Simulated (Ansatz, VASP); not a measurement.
RbZnI3: VASP beside Ansatz

POSCAR

```
RbZnI3
1.0
    5.6049629018      0.0000000000      0.0000000000
    0.0000000000      5.6049629018      0.0000000000
    0.0000000000      0.0000000000      5.6049629018
Rb Zn I
1 1 3
Direct
    0.0000000000      0.0000000000      0.0000000000
    0.5000000000      0.5000000000      0.5000000000
    0.5000000000      0.5000000000      0.0000000000
    0.5000000000      0.0000000000      0.5000000000
    0.0000000000      0.5000000000      0.5000000000
```

INCAR.step1

```
ALGO = Normal
EDIFF = 1E-4
ENCUT = 520
GGA = PE
ISMEAR = -1
LASPH = True
LCHARG = False
LREAL = False
LWAVE = True
NBANDS = 29
NELM = 80
PREC = Accurate
SIGMA = 0.02
```

File INCAR.step2:

```
ALGO = Normal
EDIFF = 1E-7
ENCUT = 520
ISIF = 2
ISMEAR = -1
ISTART = 1
LASPH = True
LCHARG = False
LMIXTAU = True
LREAL = False
LWAVE = False
METAGGA = R2SCAN
NBANDS = 29
NELM = 80
PREC = Accurate
SIGMA = 0.02
```

KPOINTS

```
k-points
0
Gamma
  4 4 4
```

Input for Ansatz:

```yaml
crystal:
  lattice:
    - [5.6049629018, 0.0, 0.0]
    - [0.0, 5.6049629018, 0.0]
    - [0.0, 0.0, 5.6049629018]
  atoms:
    - { symbol: Rb, position: [0.0, 0.0, 0.0] }
    - { symbol: Zn, position: [0.5, 0.5, 0.5] }
    - { symbol: I, position: [0.5, 0.5, 0.0] }
    - { symbol: I, position: [0.5, 0.0, 0.5] }
    - { symbol: I, position: [0.0, 0.5, 0.5] }
kpoints:
  mp_grid: { grid: [4, 4, 4] }
hamiltonian:
  xc: r2scan
scf:
  occupations: { method: fermi_dirac, width: 0.02 }
  n_extra_bands: 5
output:
  forces: true
  stress: true
  eigenvalues: true
```

Alike in both runs: task single point; functional r2SCAN; k mesh 4 × 4 × 4; occupations fermi-dirac, width 0.02 eV; no spin polarisation.

|  | VASP | Ansatz |
| --- | --- | --- |
| version | VASP 6.6.1 | Ansatz 0.2.0 |
| potentials or method | VASP PAW PBE potentials, release 64 (Rb_sv, Zn, I) | plane waves, PAW |
| plane-wave cutoff (eV) | 520 | 500 |
| valence electrons in the cell | 42 | 72 |

|  | VASP | Ansatz | Ansatz less VASP |
| --- | --- | --- | --- |
| pressure (GPa) | 1.8 | 1.8 | -0.04 |

VASP's potentials were made for PBE, not for r2SCAN. The functional is the same, so the differences come from potentials, cutoffs and numerics. VASP's potentials hold 42 valence electrons a cell and Ansatz's 72, so a difference there can come from the potentials and not from the codes.

Spin-orbit coupling is off throughout.
